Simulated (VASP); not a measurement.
Set up this calculation in VASP 6.6.1, as the native input.

- Task: relaxation of cell and atoms
- Functional: PBE
- Potentials or basis: VASP PAW PBE potentials, release 64 (Zn)
- Cutoff: 500 eV
- k mesh: 10 × 10 × 10
- Occupations: fermi-dirac, width 0.05 eV
- Spin: no spin polarisation
- Dipole correction: no
- Further INCAR settings: ALGO = Normal; EDIFF = 1e-07; IBRION = 2; EDIFFG = -0.01; NSW = 50; ISIF = 3

The structure of Zn lies in POSCAR:

```
Zn
1.0
   -1.5650000000      1.5650000000      1.5650000000
    1.5650000000     -1.5650000000      1.5650000000
    1.5650000000      1.5650000000     -1.5650000000
Zn
1
Direct
    0.0000000000      0.0000000000      0.0000000000
```

This isn't the form of Zn at room conditions, which is hcp.

The input as run:

INCAR

```
SYSTEM = Zn
  ALGO = Normal
  EDIFF = 1E-7
  EDIFFG = -0.01
  ENCUT = 500
  GGA = PE
  GGA_COMPAT = .FALSE.
  IBRION = 2
  ISIF = 3
  ISMEAR = -1
  LASPH = .TRUE.
  LCHARG = .FALSE.
  LREAL = .FALSE.
  LWAVE = .FALSE.
  NELM = 120
  NELMIN = 4
  NSW = 50
  PREC = Accurate
  SIGMA = 0.05
```

KPOINTS

```
k-points
0
G
  10 10 10
  0 0 0
```

Potentials or basis: VASP PAW PBE potentials, release 64 (Zn).

The run is started by

```console
$ cat potpaw_PBE.64/Zn/POTCAR > POTCAR
$ mpirun -np 1 vasp_std > vasp.out
```

It gave:

| Quantity | Value |
| --- | --- |
| Relaxed volume | 15.43 Å³/atom |
| Relaxed cell | a = 2.716 Å, b = 2.716 Å, c = 2.716 Å, α = 109.47°, β = 109.47°, γ = 109.47° |
| Space group after relaxing (to 0.1 Å) | Im-3m (No. 229) |
| Energy gained by relaxing | 0.1 meV/atom |
| Ionic steps | 2 |
| Pressure after relaxing | 0.0 GPa |
| Band gap on the k mesh | zero (bands 6 and 7 overlap by 5.18 eV) |

Run time: 6.8 s on 1 thread of Intel(R) Xeon(R) 6975P-C (Granite Rapids), on a shared host, peak memory 0.12 GiB.
